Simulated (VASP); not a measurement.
# CdTe (I-4m2) in VASP: a series of runs

CdTe is run at these levels: PBEsol; tasks: single point.

Program: VASP 6.6.1. These are calculated values, not measurements. Logs are shortened: lines on timing, memory, paths and dates and some standing lists are left out, and cuts for length are marked.

## Step 1: The cell of the first run

It takes space group I-4m2 (No. 119, tetragonal). The conventional cell has a = 4.543 Å, b = 4.543 Å, c = 6.577 Å, α = 90.00°, β = 90.00°, γ = 90.00°. Within 3.7 Å of Cd (site symmetry -4m2) lie 4 Te at 2.80 Å. Within 3.7 Å of Te (site symmetry -4m2) lie 4 Cd at 2.80 Å.

## Step 2: Single point, PBEsol, non-collinear spin, zero start, spin-orbit coupling (film at in-plane strain -0.01)

Input file INCAR:

```
SYSTEM = CdTe
PREC     = Accurate       ! precision mode
ENCUT    = 520            ! plane-wave cutoff, eV
EDIFF    = 1E-6           ! SCF threshold, eV
ISMEAR   = 0              ! smearing method
SIGMA    = 0.01           ! smearing width, eV
LREAL    = .False.        ! projectors in reciprocal space
LASPH    = .True.         ! aspherical terms in the spheres
NELM     = 150            ! most SCF steps
ALGO     = Normal         ! electronic algorithm
ISIF     = 2              ! what is computed and relaxed
LWAVE    = .False.        ! write WAVECAR
LCHARG   = .False.        ! write CHGCAR
MAGMOM   = 0 0 0 0 0 0    ! initial moments
LORBIT   = 11             ! projections on sites
LSORBIT  = .True.         ! spin-orbit coupling
GGA_COMPAT= .False.      
LORBMOM  = .True.       
GGA      = PS             ! functional
NBANDS   = 30             ! bands
```

Input file KPOINTS:

```
regular mesh
0
Gamma
  6 6 6
  0 0 0
```

Input file POSCAR:

```
CdTe
1.0
    3.2122575946      3.2122575946      0.0000000000
   -3.2122575946      3.2122575946      0.0000000000
    0.0000000000      3.2122575946      3.2883133696
Cd Te
1 1
Direct
    0.0000000000      0.0000000000      0.0000000000
    0.7500000000      0.2500000000      0.5000000000
```

Potentials or basis: VASP PAW PBE potentials, release 64 (Cd, Te).

Launch:

```sh
> cat potpaw_PBE.64/Cd/POTCAR potpaw_PBE.64/Te/POTCAR > POTCAR
> mpirun -np 1 vasp_ncl > vasp.out
```

OUTCAR:

```text
SYSTEM = CdTe
   PREC = Accurate
   ENCUT = 520
   EDIFF = 1E-6
   ISMEAR = 0
   LREAL = .False.
   LASPH = .True.
   NELM = 150
   ISIF = 2
   LORBIT = 11
   LSORBIT = .True.
   GGA = PS

 ion  position               nearest neighbor table
   1  0.000  0.000  0.000-   2 2.80   2 2.80   2 2.80   2 2.80
   2  0.750  0.250  0.500-   1 2.80   1 2.80   1 2.80   1 2.80

  LATTYP: Found a body centered tetragonal cell.
 ALAT       =     4.5428182561
 C/A-ratio  =     1.4476975235

  Lattice vectors:

 A1 = (   3.2122575946,   0.0000000000,  -3.2883133696)
 A2 = (  -3.2122575946,   0.0000000000,  -3.2883133696)
 A3 = (   0.0000000000,   3.2122575946,   3.2883133696)

Analysis of symmetry for initial positions (statically):
=====================================================================
 Subroutine PRICEL returns:
 Original cell was already a primitive cell.

 Routine SETGRP: Setting up the symmetry group for a
 body centered tetragonal supercell.

 Subroutine GETGRP returns: Found  8 space group operations
 (whereof  8 operations were pure point group operations)
 out of a pool of 16 trial point group operations.

The static configuration has the point symmetry D_2d.

Analysis of symmetry for dynamics (positions and initial velocities):
=====================================================================
 Subroutine PRICEL returns:
 Original cell was already a primitive cell.

 Routine SETGRP: Setting up the symmetry group for a
 body centered tetragonal supercell.

 Subroutine GETGRP returns: Found  8 space group operations
 (whereof  8 operations were pure point group operations)
 out of a pool of 16 trial point group operations.

The dynamic configuration has the point symmetry D_2d.

Analysis of structural, dynamic, and magnetic symmetry:
=====================================================================
 Subroutine PRICEL returns:
 Original cell was already a primitive cell.

 Routine SETGRP: Setting up the symmetry group for a
 body centered tetragonal supercell.

 Subroutine GETGRP returns: Found  8 space group operations
 (whereof  8 operations were pure point group operations)
 out of a pool of 16 trial point group operations.

The overall configuration has the point symmetry D_2d.

 Subroutine INISYM returns: Found  8 space group operations
 (whereof  8 operations are pure point group operations),
 and found     1 'primitive' translations

----------------------------------------------------------------------------------------

                                     Primitive cell

  volume of cell :      67.8616

  direct lattice vectors                    reciprocal lattice vectors
     3.212257595  3.212257595  0.000000000     0.155653769  0.155653769 -0.152053635
    -3.212257595  3.212257595  0.000000000    -0.155653769  0.155653769 -0.152053635
     0.000000000  3.212257595  3.288313370     0.000000000  0.000000000  0.304107269

  length of vectors
     4.542818256  4.542818256  4.596912406     0.267537846  0.267537846  0.304107269

  position of ions in fractional coordinates (direct lattice)
     0.000000000  0.000000000  0.000000000
     0.750000000  0.250000000  0.500000000

  ion indices of the primitive-cell ions
   primitive index   ion index
                 1           1
                 2           2

----------------------------------------------------------------------------------------

 KPOINTS: regular mesh

Automatic generation of k-mesh.
 Grid dimensions read from file:
 generate k-points for:    6    6    6

 Generating k-lattice:

  Cartesian coordinates                     Fractional coordinates (reciprocal lattice)
     0.025942295  0.025942295 -0.025342272     0.166666667  0.000000000  0.000000000
    -0.025942295  0.025942295 -0.025342272     0.000000000  0.166666667  0.000000000
     0.000000000  0.000000000  0.050684545     0.000000000  0.000000000  0.166666667

  Length of vectors
     0.044589641  0.044589641  0.050684545

  Shift w.r.t. Gamma in fractional coordinates (k-lattice)
     0.000000000  0.000000000  0.000000000

 Subroutine IBZKPT returns following result:
 ===========================================

 Found     41 irreducible k-points:

 Following reciprocal coordinates:
            Coordinates               Weight
  0.000000  0.000000  0.000000      1.000000
  0.166667  0.000000  0.000000      4.000000
 -0.166667  0.000000  0.000000      4.000000
  0.333333  0.000000 -0.000000      4.000000
[... 49 lines left out ...]
   PSTRESS=    0.0 pullay stress
   NELECT =      18.0000    total number of electrons
   NUPDOWN=      -1.0000    fix difference up-down
   EMIN   =  10.00;   EMAX   =-10.00  energy-range for DOS
   EFERMI =   0.00;   METHOD = LEGACY
   ISMEAR =     0;   SIGMA  =   0.01  broadening in eV -4-tet -1-fermi 0-gaus
   EFERMI_NEDOS =   21; number of points for ismear=-14 and -15
   IALGO  =     38    algorithm
   IMIX   =      4    mixing-type and parameters
     AMIX     =   0.40;   BMIX     =  1.00
     AMIX_MAG =   1.60;   BMIX_MAG =  1.00
  volume/ion in A,a.u.               =      33.93       228.98
  Fermi-wavevector in a.u.,A,eV,Ry     =   1.051859  1.987726 15.053597  1.106408
  Thomas-Fermi vector in A             =   2.186919
   LORBIT       =     11    0 simple, 1 ext, 2 COOP (PROOUT), +10 PAW based schemes
   GGA     = PS    functional components
   LHFCALC =     F    Hartree Fock is set to
   AEXX    =    0.0000 exact exchange contribution
   IVDW    =     0    specifies the selected vdW correction
   LEPSILON=     F    determine dielectric tensor
   LRPA    =     F    only Hartree local field effects (RPA)
 Gauss-broadening in eV      SIGMA  =   0.01
  energy-cutoff  :      520.00
  volume of cell :       67.86
 maximum number of plane-waves:      3712
 NGX is ok and might be reduce to    36
   NGX = 17   NGY = 17   NGZ = 17

 number of electron      17.9999997 magnetization      -0.0000000      0.0000000      0.0000000

 number of electron      17.9999997 magnetization       0.0000000      0.0000000      0.0000000

 number of electron      17.9999997 magnetization      -0.0000000     -0.0000000      0.0000000

 Free energy of the ion-electron system (eV)
  ---------------------------------------------------
  ext. energy  EPLUGINS =         0.00000000
  ---------------------------------------------------
  free energy    TOTEN  =        -5.60825025 eV

  energy without entropy =       -5.60825025  energy(sigma->0) =       -5.60825025

 E-fermi :   2.5866     XC(G=0):  -8.7930

 val. band max:        2.5394328560   @ k =   0.0000   0.0000   0.0000
 cond. band min:       2.9095350260   @ k =   0.0000   0.0000   0.0000
 fundamental gap:      0.3701021700
 Fermi energy:         2.5866419004

 k-point     1 :       0.0000    0.0000    0.0000
  band No.  band energies     occupation
      1      -8.9802      1.00000
      2      -8.9802      1.00000
      3      -6.3386      1.00000
      4      -6.3386      1.00000
      5      -6.3367      1.00000
      6      -6.3367      1.00000
[... 781 lines left out ...]
     29      12.0550      0.00000
     30      12.1118      0.00000

 [... further k-points ...]
[... 5 lines left out ...]
  --------------------------------------------------------------------------------------
  -------------------------------------------------------------------------------------
  Total        0.2658922      0.2658922      0.0925863      0.0000000      0.0000000     -0.0000000
  in kB        6.2775792      6.2775792      2.1859160      0.0000000      0.0000000     -0.0000000
  external PRESSURE =       4.9136915 kB  Pullay stress =       0.0000000 kB

 VOLUME and BASIS-vectors are now :
 -----------------------------------------------------------------------------
  energy-cutoff  :      520.00
  volume of cell :       67.86
      direct lattice vectors                 reciprocal lattice vectors
     3.212257595  3.212257595  0.000000000     0.155653769  0.155653769 -0.152053635
    -3.212257595  3.212257595  0.000000000    -0.155653769  0.155653769 -0.152053635
     0.000000000  3.212257595  3.288313370     0.000000000  0.000000000  0.304107269

 POSITION                                       TOTAL-FORCE (eV/Angst)
 -----------------------------------------------------------------------------------
      0.00000      0.00000      0.00000         0.000000     -0.000000      0.000000
      1.60613      4.81839      1.64416        -0.000000      0.000000      0.000000
 -----------------------------------------------------------------------------------
    total drift:                               -0.000000      0.000000     -0.000000

  FREE ENERGIE OF THE ION-ELECTRON SYSTEM (eV)
  ---------------------------------------------------
  free  energy   TOTEN  =        -5.6082502496 eV

  energy  without entropy=       -5.6082502496  energy(sigma->0) =       -5.60825025

 orbital moment (x)

 # of ion     p       d       tot
 ----------------------------------------
  1        -0.000  -0.000  -0.000
  2         0.000   0.000   0.000
 ----------------------------------------
            0.000  -0.000  -0.000

 orbital moment (y)

 # of ion     p       d       tot
 ----------------------------------------
  1        -0.000   0.000   0.000
  2        -0.000   0.000  -0.000
 ----------------------------------------
           -0.000   0.000   0.000

 orbital moment (z)

 # of ion     p       d       tot
 ----------------------------------------
  1         0.000  -0.000  -0.000
  2         0.000   0.000   0.000
 ----------------------------------------
            0.000  -0.000  -0.000

 Spin-Orbit-Coupling matrix elements

 Ion:    1  E_soc:     -0.0613981
 l=   1
     0.0000000    -0.0032228    -0.0032245
    -0.0032228     0.0000000    -0.0032228
    -0.0032245    -0.0032228     0.0000000
 l=   2
     0.0000000    -0.0014084     0.0000000    -0.0014084    -0.0056022
    -0.0014084     0.0000000    -0.0042017    -0.0014083    -0.0013991
     0.0000000    -0.0042017     0.0000000    -0.0042017     0.0000000
    -0.0014084    -0.0014083    -0.0042017     0.0000000    -0.0013991
    -0.0056022    -0.0013991     0.0000000    -0.0013991     0.0000000
 l=   3
     0.0000000     0.0000000     0.0000000     0.0000000     0.0000000     0.0000000     0.0000000
     0.0000000     0.0000000     0.0000000     0.0000000     0.0000000     0.0000000     0.0000000
     0.0000000     0.0000000     0.0000000     0.0000000     0.0000000     0.0000000     0.0000000
     0.0000000     0.0000000     0.0000000     0.0000000     0.0000000     0.0000000     0.0000000
     0.0000000     0.0000000     0.0000000     0.0000000     0.0000000     0.0000000     0.0000000
     0.0000000     0.0000000     0.0000000     0.0000000     0.0000000     0.0000000     0.0000000
     0.0000000     0.0000000     0.0000000     0.0000000     0.0000000     0.0000000     0.0000000

 Ion:    2  E_soc:     -0.1953505
 l=   1
     0.0000000    -0.0324240    -0.0325989
    -0.0324240     0.0000000    -0.0324240
    -0.0325989    -0.0324240     0.0000000
 l=   2
     0.0000000    -0.0000305     0.0000000    -0.0000305    -0.0000457
    -0.0000305     0.0000000    -0.0000343    -0.0000310    -0.0000111
     0.0000000    -0.0000343     0.0000000    -0.0000343     0.0000000
    -0.0000305    -0.0000310    -0.0000343     0.0000000    -0.0000111
    -0.0000457    -0.0000111     0.0000000    -0.0000111     0.0000000
 l=   3
     0.0000000     0.0000000     0.0000000     0.0000000     0.0000000     0.0000000     0.0000000
     0.0000000     0.0000000     0.0000000     0.0000000     0.0000000     0.0000000     0.0000000
     0.0000000     0.0000000     0.0000000     0.0000000     0.0000000     0.0000000     0.0000000
     0.0000000     0.0000000     0.0000000     0.0000000     0.0000000     0.0000000     0.0000000
     0.0000000     0.0000000     0.0000000     0.0000000     0.0000000     0.0000000     0.0000000
     0.0000000     0.0000000     0.0000000     0.0000000     0.0000000     0.0000000     0.0000000
     0.0000000     0.0000000     0.0000000     0.0000000     0.0000000     0.0000000     0.0000000

 total charge

# of ion       s       p       d       tot
------------------------------------------
    1        0.474   0.322   9.527  10.323
    2        1.352   2.049   0.022   3.422
--------------------------------------------------
tot          1.826   2.371   9.549  13.745

 magnetization (x)

# of ion       s       p       d       tot
------------------------------------------
    1        0.000  -0.000   0.000  -0.000
    2        0.000   0.000   0.000   0.000
--------------------------------------------------
tot          0.000  -0.000   0.000  -0.000

 magnetization (y)

# of ion       s       p       d       tot
------------------------------------------
    1        0.000   0.000   0.000   0.000
    2        0.000   0.000   0.000   0.000
--------------------------------------------------
tot          0.000   0.000   0.000   0.000

 magnetization (z)

# of ion       s       p       d       tot
------------------------------------------
    1        0.000  -0.000   0.000  -0.000
    2       -0.000   0.000   0.000   0.000
--------------------------------------------------
tot         -0.000  -0.000   0.000  -0.000
```

Run time: 2.2 min. Hardware: 1 thread of Intel Xeon Platinum 8375C at 2.90GHz (Ice Lake), shared host; peak memory 0.45 GiB.

Results:

- Free energy: -5.6083 eV
- Pressure: 0.5 GPa
- Net moment: 0.00 μB per cell
- Valence electrons inside the program's atomic spheres: Cd 10.32; Te 3.42

Stress tensor (GPa, compression positive):
```
0.63 0.00 0.00
0.00 0.63 0.00
0.00 0.00 0.22
```

Moments on the atoms (μB; x, y, z):
```
Cd  0.00 0.00 0.00
Te  0.00 0.00 0.00
```

Caveat: the cell differs from its parent crystal (film at in-plane strain -0.01); the PAW data sets were made with another functional, which shifts forces and pressure a little.

## Step 3: Single point, PBEsol, non-collinear spin, zero start, spin-orbit coupling (film at in-plane strain -0.005)

Input file INCAR:

```
  ALGO = Normal
  EDIFF = 1E-6
  ENCUT = 520
  GGA = PS
  GGA_COMPAT = F
  ISIF = 2
  ISMEAR = 0
  LASPH = T
  LCHARG = F
  LORBIT = 11
  LORBMOM = T
  LREAL = F
  LSORBIT = T
  LWAVE = F
  MAGMOM = 0 0 0 0 0 0
  NBANDS = 30
  NELM = 150
  PREC = Accurate
  SIGMA = 0.01
```

Input file KPOINTS:

```
k-points
0
Gamma
  6 6 6
```

Input file POSCAR:

```
CdTe
1.0
    3.2284811178      3.2284811178      0.0000000000
   -3.2284811178      3.2284811178      0.0000000000
    0.0000000000      3.2284811178      3.2667079868
Cd Te
1 1
Direct
    0.0000000000      0.0000000000      0.0000000000
    0.7500000000      0.2500000000      0.5000000000
```

Potentials or basis: VASP PAW PBE potentials, release 64 (Cd, Te).

Launch:

```sh
> cat potpaw_PBE.64/Cd/POTCAR potpaw_PBE.64/Te/POTCAR > POTCAR
> mpirun -np 1 vasp_ncl > vasp.out
```

Run time: 2.2 min. Hardware: 1 thread of Intel Xeon Platinum 8375C at 2.90GHz (Ice Lake), shared host; peak memory 0.45 GiB.

It converged, with:

- Free energy: -5.6099 eV
- Pressure: 0.3 GPa
- Net moment: 0.00 μB per cell
- Valence electrons inside the program's atomic spheres: Cd 10.32; Te 3.42

Stress tensor (GPa, compression positive):
```
0.42 0.00 0.00
0.00 0.42 0.00
0.00 0.00 0.21
```

Moments on the atoms (μB; x, y, z):
```
Cd  0.00 0.00 0.00
Te  0.00 0.00 0.00
```

Caveat: the cell differs from its parent crystal (film at in-plane strain -0.005); the PAW data sets were made with another functional, which shifts forces and pressure a little.
